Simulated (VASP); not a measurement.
# SnO2 (P2_1/m) in VASP: single point with PBE+D3(BJ)

Aim: the single point of SnO2 with PBE+D3(BJ).

All numbers are computed with VASP 6.6.1; they aren't measurements. Logs are shortened: lines on timing, memory, paths and dates and some standing lists are left out, and cuts for length are marked.

## 1. The cell of the first run

It takes space group P2_1/m (No. 11, monoclinic). Conventional cell: a = 3.108 Å, b = 10.343 Å, c = 3.214 Å, α = 90.00°, β = 116.74°, γ = 90.00°. Sn (site symmetry -1) has 6 O at 2.06 to 2.17 Å within 2.7 Å. Within 2.8 Å of O (site symmetry 1) lie 3 Sn at 2.06 to 2.17 Å and 3 O at 2.71 to 2.79 Å.

## 2. Single point, PBE+D3(BJ) (strain -0.0750 x Voigt [0, 0, 0, 0, 0, 1])

Input file INCAR:

```
SYSTEM = SnO2
ALGO = Normal ; EDIFF = 1E-6
ENCUT = 520 ; GGA = PE
ISIF = 2 ; ISMEAR = 0
IVDW = 12 ; LASPH = .True.
LCHARG = .True. ; LELF = .True.
LREAL = .False. ; LVHAR = .True.
LWAVE = .False. ; NBANDS = 35
NELM = 100 ; PREC = Accurate
SIGMA = 0.05
```

Input file KPOINTS:

```
k-points
0
Gamma
  12 12 4
  0 0 0
```

Input file POSCAR:

```
SnO2
1.0
    3.2115702651     -0.1204338849      0.0000000000
   -1.7100839364      2.8415183781      0.0000000000
    0.0000000000      0.0000000000     10.3427560363
Sn O
2 4
Direct
    0.0000000000      0.0000000000      0.5000000000
    0.0000000000      0.0000000000      0.0000000000
    0.6666666667      0.3333333333      0.4018666787
    0.6666666667      0.3333333333      0.0981333213
    0.3333333333      0.6666666667      0.5981333213
    0.3333333333      0.6666666667      0.9018666787
```

Potentials or basis: VASP PAW PBE potentials, release 64 (Sn_d, O).

Run with:

```
$ cat potpaw_PBE.64/Sn_d/POTCAR potpaw_PBE.64/O/POTCAR > POTCAR
$ mpirun -np 1 vasp_std > vasp.out
```

OUTCAR:

```text
SYSTEM = SnO2
   EDIFF = 1E-6
   ENCUT = 520
   GGA = PE
   ISIF = 2
   ISMEAR = 0
   IVDW = 12
   LASPH = .True.
   LREAL = .False.
   NELM = 100
   PREC = Accurate
 IVDW          = 12

 ion  position               nearest neighbor table
   1  0.000  0.000  0.500-   3 2.06   5 2.06   3 2.11   5 2.11   3 2.17   5 2.17
   2  0.000  0.000  0.000-   4 2.06   6 2.06   4 2.11   6 2.11   4 2.17   6 2.17
   3  0.667  0.333  0.402-   1 2.06   1 2.11   1 2.17
   4  0.667  0.333  0.098-   2 2.06   2 2.11   2 2.17
   5  0.333  0.667  0.598-   1 2.06   1 2.11   1 2.17
   6  0.333  0.667  0.902-   2 2.06   2 2.11   2 2.17

  LATTYP: Found a simple monoclinic cell.
 ALAT       =     3.1078548895
 B/A-ratio  =     3.3279404618
 C/A-ratio  =     1.0340983480
 COS(beta)  =    -0.4499768365

  Lattice vectors:

 A1 = (   1.5014863287,   2.7210844932,   0.0000000000)
 A2 = (   0.0000000000,   0.0000000000, -10.3427560363)
 A3 = (  -3.2115702651,   0.1204338849,   0.0000000000)

Analysis of symmetry for initial positions (statically):
=====================================================================
 Subroutine PRICEL returns:
 Original cell was already a primitive cell.

 Routine SETGRP: Setting up the symmetry group for a
 simple monoclinic supercell.

 Subroutine GETGRP returns: Found  4 space group operations
 (whereof  2 operations were pure point group operations)
 out of a pool of  4 trial point group operations.

The static configuration has the point symmetry S_2 .
 The point group associated with its full space group is C_2h.

Analysis of symmetry for dynamics (positions and initial velocities):
=====================================================================
 Subroutine PRICEL returns:
 Original cell was already a primitive cell.

 Routine SETGRP: Setting up the symmetry group for a
 simple monoclinic supercell.

 Subroutine GETGRP returns: Found  4 space group operations
 (whereof  2 operations were pure point group operations)
 out of a pool of  4 trial point group operations.

The dynamic configuration has the point symmetry S_2 .
 The point group associated with its full space group is C_2h.

 Subroutine INISYM returns: Found  4 space group operations
 (whereof  2 operations are pure point group operations),
 and found     1 'primitive' translations

----------------------------------------------------------------------------------------

                                     Primitive cell

  volume of cell :      92.2551

  direct lattice vectors                    reciprocal lattice vectors
     3.211570265 -0.120433885  0.000000000     0.318563590  0.191718091  0.000000000
    -1.710083936  2.841518378  0.000000000     0.013501884  0.360050233  0.000000000
     0.000000000  0.000000000 10.342756036     0.000000000  0.000000000  0.096686028

  length of vectors
     3.213827607  3.316415801 10.342756036     0.371804502  0.360303305  0.096686028

  position of ions in fractional coordinates (direct lattice)
     0.000000000  0.000000000  0.500000000
     0.000000000  0.000000000  0.000000000
     0.666666667  0.333333333  0.401866679
     0.666666667  0.333333333  0.098133321
     0.333333333  0.666666667  0.598133321
     0.333333333  0.666666667  0.901866679

  ion indices of the primitive-cell ions
   primitive index   ion index
                 1           1
                 2           2
                 3           3
                 4           4
                 5           5
                 6           6

----------------------------------------------------------------------------------------

 KPOINTS: k-points

Automatic generation of k-mesh.
 Grid dimensions read from file:
 generate k-points for:   12   12    4

 Generating k-lattice:

  Cartesian coordinates                     Fractional coordinates (reciprocal lattice)
     0.026546966  0.015976508  0.000000000     0.083333333  0.000000000  0.000000000
     0.001125157  0.030004186  0.000000000    -0.000000000  0.083333333  0.000000000
     0.000000000  0.000000000  0.024171507     0.000000000  0.000000000  0.250000000

  Length of vectors
     0.030983708  0.030025275  0.024171507

  Shift w.r.t. Gamma in fractional coordinates (k-lattice)
     0.000000000  0.000000000  0.000000000

 Subroutine IBZKPT returns following result:
 ===========================================

 Found    222 irreducible k-points:

 Following reciprocal coordinates:
            Coordinates               Weight
  0.000000  0.000000  0.000000      1.000000
  0.083333  0.000000  0.000000      2.000000
  0.166667  0.000000  0.000000      2.000000
  0.250000  0.000000  0.000000      2.000000
  0.333333  0.000000  0.000000      2.000000
  0.416667 -0.000000  0.000000      2.000000
[... 16 lines left out ...]
  0.250000  0.166667  0.000000      2.000000
  0.333333  0.166667  0.000000      2.000000
 [... further k-points ...]
   k-points           NKPTS =    222   k-points in BZ     NKDIM =    222   number of bands    NBANDS=     35
   number of dos      NEDOS =    301   number of ions     NIONS =      6
   total plane-waves  NPLWV =  53760
   dimension x,y,z NGX =    24 NGY =   28 NGZ =   80
   dimension x,y,z NGXF=    48 NGYF=   56 NGZF=  160
   ions per type =               2   4
   NGX,Y,Z   is equivalent  to a cutoff of  12.41, 14.04, 12.86 a.u.
   NGXF,Y,Z  is equivalent  to a cutoff of  24.83, 28.07, 25.72 a.u.
 SYSTEM =  SnO2
   PREC   = accura    normal or accurate (medium, high low for compatibility)
   ISTART =      0    job   : 0-new  1-cont  2-samecut
   ICHARG =      2    charge: 1-file 2-atom 10-const
   ISPIN  =      1    spin polarized calculation?
   LNONCOLLINEAR =      F non collinear calculations
   LSORBIT =      F    spin-orbit coupling
   LASPH  =      T    aspherical Exc in radial PAW
   ENCUT  =  520.0 eV  38.22 Ry    6.18 a.u.   5.98  6.17 19.23*2*pi/ulx,y,z
   NELM   =    100;   NELMIN=  2; NELMDL= -5     # of ELM steps
   EDIFF  = 0.1E-05   stopping-criterion for ELM
   LREAL  =      F    real-space projection
   EDIFFG = 0.1E-04   stopping-criterion for IOM
   NSW    =      0    number of steps for IOM
   IBRION =     -1    ionic relax: 0-MD 1-quasi-New 2-CG
   NFREE  =      0    steps in history (QN), initial steepest desc. (CG)
   ISIF   =      2    stress and relaxation
   ISYM   =      2    0-nonsym 1-usesym 2-fastsym
   POTIM  = 0.5000    time-step for ionic-motion
   TEBEG  =    0.0;   TEEND  =   0.0 temperature during run
   PSTRESS=    0.0 pullay stress
   NELECT =      52.0000    total number of electrons
   NUPDOWN=      -1.0000    fix difference up-down
   EMIN   =  10.00;   EMAX   =-10.00  energy-range for DOS
   EFERMI =   0.00;   METHOD = LEGACY
   ISMEAR =     0;   SIGMA  =   0.05  broadening in eV -4-tet -1-fermi 0-gaus
   EFERMI_NEDOS =   21; number of points for ismear=-14 and -15
   IALGO  =     38    algorithm
   IMIX   =      4    mixing-type and parameters
     AMIX     =   0.40;   BMIX     =  1.00
     AMIX_MAG =   1.60;   BMIX_MAG =  1.00
  volume/ion in A,a.u.               =      15.38       103.76
  Fermi-wavevector in a.u.,A,eV,Ry     =   1.352319  2.555512 24.881873  1.828766
  Thomas-Fermi vector in A             =   2.479667
   LORBIT       =      0    0 simple, 1 ext, 2 COOP (PROOUT), +10 PAW based schemes
   GGA     = PE    functional components
   LHFCALC =     F    Hartree Fock is set to
   AEXX    =    0.0000 exact exchange contribution
   IVDW    =    12    specifies the selected vdW correction
   LEPSILON=     F    determine dielectric tensor
   LRPA    =     F    only Hartree local field effects (RPA)
 non-spin polarized calculation
 Gauss-broadening in eV      SIGMA  =   0.05
  energy-cutoff  :      520.00
  volume of cell :       92.26
 maximum number of plane-waves:      2506
   NGX = 11   NGY = 13   NGZ = 39

 number of electron      51.9999979 magnetization

 Free energy of the ion-electron system (eV)
  ---------------------------------------------------
  ext. energy  EPLUGINS =         0.00000000
  ---------------------------------------------------
  free energy    TOTEN  =       -36.15375660 eV

  energy without entropy =      -36.15375660  energy(sigma->0) =      -36.15375660

 E-fermi :   3.0543     XC(G=0):  -9.5222

 val. band max:        2.7667458928   @ k =  -0.2500   0.4167   0.0000
 cond. band min:       4.7959747783   @ k =   0.0000   0.0000   0.0000
 fundamental gap:      2.0292288855
 Fermi energy:         3.0543345147

 k-point     1 :       0.0000    0.0000    0.0000
  band No.  band energies     occupation
      1     -17.4379      2.00000
      2     -17.4361      2.00000
      3     -17.1950      2.00000
      4     -17.1949      2.00000
      5     -17.0987      2.00000
      6     -17.0986      2.00000
[... 27 lines left out ...]
     34      13.6619      0.00000
     35      14.7133      0.00000

 k-point     2 :       0.0833    0.0000    0.0000
  band No.  band energies     occupation
      1     -17.4013      2.00000
      2     -17.3997      2.00000
      3     -17.1817      2.00000
      4     -17.1813      2.00000
      5     -17.1659      2.00000
      6     -17.1653      2.00000
[... 27 lines left out ...]
     34      13.7996      0.00000
     35      14.1980      0.00000

 k-point     3 :       0.1667    0.0000    0.0000
  band No.  band energies     occupation
      1     -17.3886      2.00000
      2     -17.3859      2.00000
      3     -17.2848      2.00000
      4     -17.2838      2.00000
      5     -17.1287      2.00000
      6     -17.1286      2.00000
[... 27 lines left out ...]
     34      14.0347      0.00000
     35      14.1760      0.00000

 k-point     4 :       0.2500    0.0000    0.0000
  band No.  band energies     occupation
      1     -17.6202      2.00000
      2     -17.6163      2.00000
      3     -17.1839      2.00000
      4     -17.1832      2.00000
      5     -17.0886      2.00000
      6     -17.0884      2.00000
[... 27 lines left out ...]
     34      14.2062      0.00000
     35      14.4704      0.00000

 k-point     5 :       0.3333    0.0000    0.0000
  band No.  band energies     occupation
      1     -17.8336      2.00000
      2     -17.8289      2.00000
      3     -17.1334      2.00000
      4     -17.1329      2.00000
      5     -17.0771      2.00000
      6     -17.0769      2.00000
[... 638 lines left out ...]
 k-point    22 :       0.1667    0.1667    0.0000
  band No.  band energies     occupation
      1     -17.6991      2.00000
      2     -17.6949      2.00000
      3     -17.1823      2.00000
      4     -17.1815      2.00000
      5     -17.0686      2.00000
      6     -17.0684      2.00000
[... 27 lines left out ...]
     34      14.5153      0.00000
     35      14.7225      0.00000

 k-point    23 :       0.2500    0.1667    0.0000
  band No.  band energies     occupation
      1     -17.8318      2.00000
      2     -17.8272      2.00000
      3     -17.1878      2.00000
      4     -17.1866      2.00000
      5     -17.0867      2.00000
      6     -17.0864      2.00000
[... 27 lines left out ...]
     34      14.3002      0.00000
     35      14.5539      0.00000

 k-point    24 :       0.3333    0.1667    0.0000
  band No.  band energies     occupation
      1     -17.9158      2.00000
      2     -17.9110      2.00000
      3     -17.2071      2.00000
      4     -17.2055      2.00000
      5     -17.1040      2.00000
      6     -17.1036      2.00000
[... 27 lines left out ...]
     34      14.3153      0.00000
     35      14.4775      0.00000

 [... further k-points ...]

------------------------ aborting loop because EDIFF is reached ----------------------------------------

 Edisp (eV)   -0.98815

 E8    (eV) :    -0.3869

  FORCE on cell =-STRESS in cart. coord.  units (eV):
  Direction    XX          YY          ZZ          XY          YZ          ZX
  --------------------------------------------------------------------------------------
  -------------------------------------------------------------------------------------
  Total       0.83160     1.10068     0.28931     3.96873     0.00000     0.00000
  in kB      14.44219    19.11538     5.02444    68.92416     0.00000     0.00000
  external pressure =       12.86 kB  Pullay stress =        0.00 kB

 VOLUME and BASIS-vectors are now :
 -----------------------------------------------------------------------------
  energy-cutoff  :      520.00
  volume of cell :       92.26
      direct lattice vectors                 reciprocal lattice vectors
     3.211570265 -0.120433885  0.000000000     0.318563590  0.191718091  0.000000000
    -1.710083936  2.841518378  0.000000000     0.013501884  0.360050233  0.000000000
     0.000000000  0.000000000 10.342756036     0.000000000  0.000000000  0.096686028

 POSITION                                       TOTAL-FORCE (eV/Angst)
 -----------------------------------------------------------------------------------
      0.00000      0.00000      5.17138         0.000000      0.000000      0.000000
      0.00000      0.00000      0.00000         0.000000      0.000000      0.000000
      1.57102      0.86688      4.15641         0.072081      0.049353     -0.099226
      1.57102      0.86688      1.01497         0.072081      0.049353      0.099226
     -0.06953      1.85420      6.18635        -0.072081     -0.049353      0.099226
     -0.06953      1.85420      9.32779        -0.072081     -0.049353     -0.099226
 -----------------------------------------------------------------------------------
    total drift:                               -0.000000      0.000000      0.000000

  FREE ENERGIE OF THE ION-ELECTRON SYSTEM (eV)
  ---------------------------------------------------
  free  energy   TOTEN  =       -37.1419056609 eV

  energy  without entropy=      -37.1419056609  energy(sigma->0) =      -37.14190566
```

Run time: 7.2 min. Hardware: 1 thread of Intel Xeon 6975P-C (Granite Rapids), shared host; peak memory 0.64 GiB.

Results:

| Quantity | Value |
| --- | --- |
| Free energy | -37.1419 eV |
| Pressure | 1.3 GPa |
| Largest force | 0.132 eV/Å |
| Band gap on the k mesh | 2.03 eV (least direct gap 2.41 eV) |
| Dispersion energy per atom | -0.165 eV |

Forces on the atoms (eV/Å):
```
Sn   0.000  0.000  0.000
Sn   0.000  0.000  0.000
O    0.072  0.049 -0.099
O    0.072  0.049  0.099
O   -0.072 -0.049  0.099
O   -0.072 -0.049 -0.099
```

Stress tensor (GPa, compression positive):
```
1.44 6.89 0.00
6.89 1.91 0.00
0.00 0.00 0.50
```

Levels at points of the mesh, in eV from the valence-band top:
```csv
k point,band 23,band 24,band 25,band 26,band 27,band 28,band 29,band 30
"(0.00, 0.00, 0.00)",-1.10,-0.86,-0.82,-0.39,2.03,2.91,5.30,5.72
"(0.50, 0.00, 0.00)",-0.84,-0.77,-0.71,-0.19,4.94,5.12,6.48,7.16
"(0.00, 0.50, 0.00)",-0.69,-0.63,-0.61,-0.11,5.12,5.31,6.83,7.56
"(0.50, 0.50, 0.00)",-0.60,-0.50,-0.44,-0.05,5.28,5.47,7.24,8.04
"(0.00, 0.00, 0.50)",-0.85,-0.85,-0.78,-0.78,2.49,2.49,5.52,5.52
"(0.50, 0.00, 0.50)",-0.80,-0.80,-0.41,-0.41,5.03,5.03,6.80,6.80
"(0.00, 0.50, 0.50)",-0.64,-0.64,-0.34,-0.34,5.21,5.21,7.17,7.17
"(0.50, 0.50, 0.50)",-0.47,-0.47,-0.29,-0.29,5.37,5.37,7.61,7.61
```

Caveat: the cell differs from its parent crystal (strain -0.0750 x Voigt [0, 0, 0, 0, 0, 1]); spin-orbit coupling is left out, which moves the levels of the heavy elements. A k mesh can miss the band edges.
